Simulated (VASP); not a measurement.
# BN (P1) in VASP: a series of runs

Runs on BN. Level: PBE. Tasks: single point.

Program: VASP 6.6.1. These are calculated values, not measurements. Logs are shortened: lines on timing, memory, paths and dates and some standing lists are left out, and cuts for length are marked.

**1. The cell of the first run**

The typed cell holds 12 atoms: a = 2.555 Å, b = 2.555 Å, c = 12.676 Å, α = 89.42°, β = 88.85°, γ = 60.00°.

**2. Single point, PBE (the part above a cut slid along it)**

INCAR reads:

```
SYSTEM = BN
  PREC = Accurate
  ENCUT = 520
  EDIFF = 1E-7
  ISMEAR = 0
  SIGMA = 0.05
  LREAL = .False.
  LASPH = .True.
  NELM = 80
  ALGO = Normal
  ISIF = 2
  LWAVE = .False.
  LCHARG = .False.
  GGA = PE
  NBANDS = 36
```

KPOINTS reads:

```
Automatic mesh
0
Gamma
  10 10 2
  0 0 0
```

POSCAR reads:

```
BN
1.0
   -2.5545800960      0.0000000000      0.0000000000
   -1.2772900480     -2.2123312592      0.0000000000
   -0.2554580096      0.0000000000     12.6735436055
B N
6 6
Direct
    0.6437548048      0.6666666667      0.2291186182
    0.6104214715      0.6666666667      0.5624519516
    0.5770881382      0.6666666667      0.8957852849
    0.3270881382      0.3333333333      0.0624519516
    0.2937548048      0.3333333333      0.3957852849
    0.2604214715      0.3333333333      0.7291186182
    0.6562418618      0.6666666667      0.1042480484
    0.6229085285      0.6666666667      0.4375813818
    0.5895751952      0.6666666667      0.7709147151
    0.2395751952      0.3333333333      0.9375813818
    0.3062418618      0.3333333333      0.2709147151
    0.2729085285      0.3333333333      0.6042480484
```

Potentials or basis: VASP PAW PBE potentials, release 64 (B, N).

Started as:

```
> cat potpaw_PBE.64/B/POTCAR potpaw_PBE.64/N/POTCAR > POTCAR
> mpirun -np 1 vasp_std > vasp.out
```

OUTCAR:

```text
SYSTEM = BN
   PREC = Accurate
   ENCUT = 520
   EDIFF = 1E-7
   ISMEAR = 0
   LREAL = .False.
   LASPH = .True.
   NELM = 80
   ISIF = 2
   GGA = PE

 ion  position               nearest neighbor table
   1  0.644  0.667  0.229-  11 1.57  11 1.57  11 1.57   7 1.58
   2  0.610  0.667  0.562-  12 1.57  12 1.57  12 1.57   8 1.58
   3  0.577  0.667  0.896-  10 1.57  10 1.57  10 1.57   9 1.58
   4  0.327  0.333  0.062-   7 1.57   7 1.57   7 1.57  10 1.60
   5  0.294  0.333  0.396-   8 1.57   8 1.57   8 1.57  11 1.58
   6  0.260  0.333  0.729-   9 1.57   9 1.57   9 1.57  12 1.58
   7  0.656  0.667  0.104-   4 1.57   4 1.57   4 1.57   1 1.58
   8  0.623  0.667  0.438-   5 1.57   5 1.57   5 1.57   2 1.58
   9  0.590  0.667  0.771-   6 1.57   6 1.57   6 1.57   3 1.58
  10  0.240  0.333  0.938-   3 1.57   3 1.57   3 1.57   4 1.60
  11  0.306  0.333  0.271-   1 1.57   1 1.57   1 1.57   5 1.58
  12  0.273  0.333  0.604-   2 1.57   2 1.57   2 1.57   6 1.58

  LATTYP: Found a base centered monoclinic cell.
 ALAT       =     2.5545800960
 B/A-ratio  =     1.7320508076
 C/A-ratio  =     4.9621141146
 COS(beta)  =    -0.0201527006

  Lattice vectors:

 A1 = (   1.2772900480,  -2.2123312592,   0.0000000000)
 A2 = (   1.2772900480,   2.2123312592,   0.0000000000)
 A3 = (  -0.2554580096,   0.0000000000,  12.6735436055)

Analysis of symmetry for initial positions (statically):
=====================================================================
 Subroutine PRICEL returns:
 Original cell was already a primitive cell.

 Routine SETGRP: Setting up the symmetry group for a
 base centered monoclinic supercell.

 Subroutine GETGRP returns: Found  1 space group operations
 (whereof  1 operations were pure point group operations)
 out of a pool of  4 trial point group operations.

The static configuration has the point symmetry C_1 .

Analysis of symmetry for dynamics (positions and initial velocities):
=====================================================================
 Subroutine PRICEL returns:
 Original cell was already a primitive cell.

 Routine SETGRP: Setting up the symmetry group for a
 base centered monoclinic supercell.

 Subroutine GETGRP returns: Found  1 space group operations
 (whereof  1 operations were pure point group operations)
 out of a pool of  4 trial point group operations.

The dynamic configuration has the point symmetry C_1 .

 Subroutine INISYM returns: Found  1 space group operations
 (whereof  1 operations are pure point group operations),
 and found     1 'primitive' translations
[... 121 lines left out ...]
   ISIF   =      2    stress and relaxation
   ISYM   =      2    0-nonsym 1-usesym 2-fastsym
   POTIM  = 0.5000    time-step for ionic-motion
   TEBEG  =    0.0;   TEEND  =   0.0 temperature during run
   PSTRESS=    0.0 pullay stress
   NELECT =      48.0000    total number of electrons
   NUPDOWN=      -1.0000    fix difference up-down
   EMIN   =  10.00;   EMAX   =-10.00  energy-range for DOS
   EFERMI =   0.00;   METHOD = LEGACY
   ISMEAR =     0;   SIGMA  =   0.05  broadening in eV -4-tet -1-fermi 0-gaus
   EFERMI_NEDOS =   21; number of points for ismear=-14 and -15
   IALGO  =     38    algorithm
   IMIX   =      4    mixing-type and parameters
     AMIX     =   0.40;   BMIX     =  1.00
     AMIX_MAG =   1.60;   BMIX_MAG =  1.00
  volume/ion in A,a.u.               =       5.97        40.28
  Fermi-wavevector in a.u.,A,eV,Ry     =   1.432625  2.707270 27.924811  2.052416
  Thomas-Fermi vector in A             =   2.552232
   LORBIT       =      0    0 simple, 1 ext, 2 COOP (PROOUT), +10 PAW based schemes
   GGA     = PE    functional components
   LHFCALC =     F    Hartree Fock is set to
   AEXX    =    0.0000 exact exchange contribution
   IVDW    =     0    specifies the selected vdW correction
   LEPSILON=     F    determine dielectric tensor
   LRPA    =     F    only Hartree local field effects (RPA)
 non-spin polarized calculation
 Gauss-broadening in eV      SIGMA  =   0.05
  energy-cutoff  :      520.00
  volume of cell :       71.63
 maximum number of plane-waves:      1946
   NGX =  9   NGY =  9   NGZ = 47

 number of electron      47.9999995 magnetization

 Free energy of the ion-electron system (eV)
  ---------------------------------------------------
  ext. energy  EPLUGINS =         0.00000000
  ---------------------------------------------------
  free energy    TOTEN  =      -104.30977889 eV

  energy without entropy =     -104.30977889  energy(sigma->0) =     -104.30977889

 E-fermi :   7.7018     XC(G=0): -12.7644

 val. band max:        7.4955857038   @ k =   0.0000   0.0000   0.0000
 cond. band min:      12.7822675655   @ k =   0.3000  -0.4000  -0.0000
 fundamental gap:      5.2866818617
 Fermi energy:         7.7017505828

 k-point     1 :       0.0000    0.0000    0.0000
  band No.  band energies     occupation
      1     -12.8542      2.00000
      2     -12.2078      2.00000
      3     -12.1894      2.00000
      4     -10.3891      2.00000
      5     -10.3690      2.00000
      6      -8.7420      2.00000
[... 925 lines left out ...]
     35      18.5690      0.00000
     36      18.6947      0.00000

 [... further k-points ...]
[... 5 lines left out ...]
  --------------------------------------------------------------------------------------
  -------------------------------------------------------------------------------------
  Total       -0.2482725      0.1686377      0.2843150     -0.2992868     -0.1703892      2.8203803
  in kB       -5.5535603      3.7722247      6.3597887     -6.6946879     -3.8114041     63.0885441
  external PRESSURE =       1.5261510 kB  Pullay stress =       0.0000000 kB

 VOLUME and BASIS-vectors are now :
 -----------------------------------------------------------------------------
  energy-cutoff  :      520.00
  volume of cell :       71.63
      direct lattice vectors                 reciprocal lattice vectors
    -2.554580096  0.000000000  0.000000000    -0.391453766  0.226005937 -0.007890453
    -1.277290048 -2.212331259  0.000000000     0.000000000 -0.452011875  0.000000000
    -0.255458010  0.000000000 12.673543606     0.000000000  0.000000000  0.078904530

 POSITION                                       TOTAL-FORCE (eV/Angst)
 -----------------------------------------------------------------------------------
     -2.55458     -1.47489      2.90374         0.083712     -0.015565      0.031304
     -2.55458     -1.47489      7.12826        -0.000609     -0.000011      0.015787
     -2.55458     -1.47489     11.35277        -0.073803     -0.052944      0.000064
     -1.27729     -0.73744      0.79149         1.264633      0.019806     -0.045818
     -1.27729     -0.73744      5.01600         0.001270     -0.000956      0.016324
     -1.27729     -0.73744      9.24052        -0.012823      0.000674      0.017029
     -2.55458     -1.47489      1.32119         0.112544     -0.067815      0.048526
     -2.55458     -1.47489      5.54571         0.000678      0.000072     -0.015711
     -2.55458     -1.47489      9.77022        -0.075512      0.004879     -0.034157
     -1.27729     -0.73744     11.88248        -1.302511      0.114403     -0.002482
     -1.27729     -0.73744      3.43345         0.003678     -0.002404     -0.014445
     -1.27729     -0.73744      7.65796        -0.001258     -0.000139     -0.016423
 -----------------------------------------------------------------------------------
    total drift:                               -0.000206      0.000012     -0.000433

  FREE ENERGIE OF THE ION-ELECTRON SYSTEM (eV)
  ---------------------------------------------------
  free  energy   TOTEN  =      -104.3097788856 eV

  energy  without entropy=     -104.3097788856  energy(sigma->0) =     -104.30977889
```

stdout:

```text
POSCAR found type information on POSCAR B N
 POSCAR found :  2 types and      12 ions
 scaLAPACK will be used
 LDA part: xc-table for (Slater+PW92), standard interpolation
 POSCAR, INCAR and KPOINTS ok, starting setup
 FFT: planning ... GRIDC
 FFT: planning ... GRID_SOFT
 FFT: planning ... GRID
 WAVECAR not read
 entering main loop
```

It took 7.6 min on 1 thread of Intel Xeon 8259CL, shared host; peak memory 0.31 GiB.

What came out:

* Free energy: -104.3098 eV
* Pressure: 0.2 GPa
* Largest force: 1.308 eV/Å
* Band gap on the k mesh: 5.29 eV

Forces on the atoms (eV/Å):
```
B    0.084 -0.016  0.031
B   -0.001  0.000  0.016
B   -0.074 -0.053  0.000
B    1.265  0.020 -0.046
B    0.001 -0.001  0.016
B   -0.013  0.001  0.017
N    0.113 -0.068  0.049
N    0.001  0.000 -0.016
N   -0.076  0.005 -0.034
N   -1.303  0.114 -0.002
N    0.004 -0.002 -0.014
N   -0.001  0.000 -0.016
```

Stress tensor (GPa, compression positive):
```
-0.56 -0.67  6.31
-0.67  0.38 -0.38
 6.31 -0.38  0.64
```

Levels at points of the mesh, in eV from the valence-band top:
| k point | band 21 | band 22 | band 23 | band 24 | band 25 | band 26 | band 27 | band 28 |
| --- | --- | --- | --- | --- | --- | --- | --- | --- |
| (0.00, 0.00, 0.00) | -0.65 | -0.30 | -0.09 | 0.00 | 8.10 | 8.29 | 8.48 | 8.75 |
| (0.50, 0.00, 0.00) | -3.13 | -3.04 | -2.97 | -2.16 | 6.23 | 6.58 | 6.63 | 6.73 |
| (0.50, 0.50, 0.00) | -3.15 | -3.04 | -2.90 | -2.15 | 5.90 | 6.50 | 6.63 | 6.75 |
| (0.00, 0.50, 0.00) | -3.29 | -3.03 | -2.92 | -2.15 | 6.37 | 6.42 | 6.63 | 6.76 |
| (0.00, 0.00, 0.50) | -0.32 | -0.24 | -0.22 | -0.17 | 8.19 | 8.42 | 8.48 | 8.53 |
| (0.50, 0.00, 0.50) | -3.64 | -3.26 | -2.44 | -2.40 | 6.31 | 6.56 | 6.65 | 6.71 |
| (0.50, 0.50, 0.50) | -3.71 | -3.29 | -2.42 | -2.39 | 6.06 | 6.57 | 6.68 | 6.75 |
| (0.00, 0.50, 0.50) | -3.60 | -3.49 | -2.42 | -2.39 | 6.44 | 6.49 | 6.68 | 6.71 |

Caveat: the cell differs from its parent crystal (the part above a cut slid along it); forces of over 1 eV/Å act on the atoms, so gaps and moduli don't describe the material at rest. A k mesh can miss the band edges.

**3. Single point, PBE (the part above a cut slid along it)**

INCAR reads:

```
  PREC = Accurate
  ENCUT = 520
  EDIFF = 1E-7
  ISMEAR = 0
  SIGMA = 0.05
  LREAL = F
  LASPH = T
  NELM = 80
  ALGO = Normal
  ISIF = 2
  LWAVE = F
  LCHARG = F
  GGA = PE
  NBANDS = 36
```

KPOINTS reads:

```
regular mesh
0
Gamma
  10 10 2
```

POSCAR reads:

```
BN
1.0
   -2.5545800960      0.0000000000      0.0000000000
   -1.2772900480     -2.2123312592      0.0000000000
   -0.7663740288      0.0000000000     12.6735436055
B N
6 6
Direct
    0.5979310812      0.6666666667      0.2291186182
    0.4979310812      0.6666666667      0.5624519516
    0.3979310812      0.6666666667      0.8957852849
    0.3145977479      0.3333333333      0.0624519516
    0.2145977479      0.3333333333      0.3957852849
    0.1145977479      0.3333333333      0.7291186182
    0.6353922521      0.6666666667      0.1042480484
    0.5353922521      0.6666666667      0.4375813818
    0.4353922521      0.6666666667      0.7709147151
    0.0520589188      0.3333333333      0.9375813818
    0.2520589188      0.3333333333      0.2709147151
    0.1520589188      0.3333333333      0.6042480484
```

Potentials or basis: VASP PAW PBE potentials, release 64 (B, N).

Started as:

```
> cat potpaw_PBE.64/B/POTCAR potpaw_PBE.64/N/POTCAR > POTCAR
> mpirun -np 1 vasp_std > vasp.out
```

Run time: 8.7 min. Hardware: 1 thread of Intel Xeon 8259CL, shared host; peak memory 0.31 GiB.

Results (log left out):

```yaml
Free_energy: -102.9517 eV
Pressure: 0.5 GPa
Largest_force: 3.335 eV/Å
Band_gap_on_the_k_mesh: 3.84 eV (least direct gap 5.56 eV)
```

Forces on the atoms (eV/Å):
```
B    0.175 -0.142  0.225
B   -0.001  0.000  0.110
B   -0.112 -0.396 -0.006
B    2.884  0.123  0.327
B    0.003 -0.009  0.113
B   -0.030  0.005  0.123
N    0.353 -0.551  0.437
N    0.001 -0.001 -0.110
N   -0.173  0.042 -0.256
N   -3.107  0.952 -0.747
N    0.011 -0.022 -0.100
N   -0.003  0.000 -0.116
```

Stress tensor (GPa, compression positive):
```
-5.97 -1.66 14.68
-1.66  1.29 -3.45
14.68 -3.45  6.06
```

Levels at points of the mesh, in eV from the valence-band top:
```csv
k point,band 21,band 22,band 23,band 24,band 25,band 26,band 27,band 28
"(0.00, 0.00, 0.00)",-0.69,-0.38,-0.25,0.00,7.00,7.95,8.21,8.37
"(0.50, 0.00, 0.00)",-3.46,-3.15,-2.46,-1.97,4.69,6.25,6.49,6.57
"(0.50, 0.50, 0.00)",-3.50,-3.16,-2.51,-1.72,3.84,6.30,6.42,6.61
"(0.00, 0.50, 0.00)",-3.48,-3.00,-2.75,-2.33,5.40,6.20,6.42,6.54
"(0.00, 0.00, 0.50)",-0.66,-0.48,-0.28,-0.23,7.03,8.00,8.22,8.39
"(0.50, 0.00, 0.50)",-3.76,-2.92,-2.51,-2.01,4.72,6.23,6.43,6.63
"(0.50, 0.50, 0.50)",-3.84,-3.01,-2.53,-1.82,3.92,6.32,6.48,6.67
"(0.00, 0.50, 0.50)",-3.60,-3.36,-2.62,-2.41,5.44,6.25,6.45,6.57
```

Caveat: the cell differs from its parent crystal (the part above a cut slid along it); the stress differs along the axes, from -6 to 6 GPa; forces of over 1 eV/Å act on the atoms, so gaps and moduli don't describe the material at rest. A k mesh can miss the band edges.
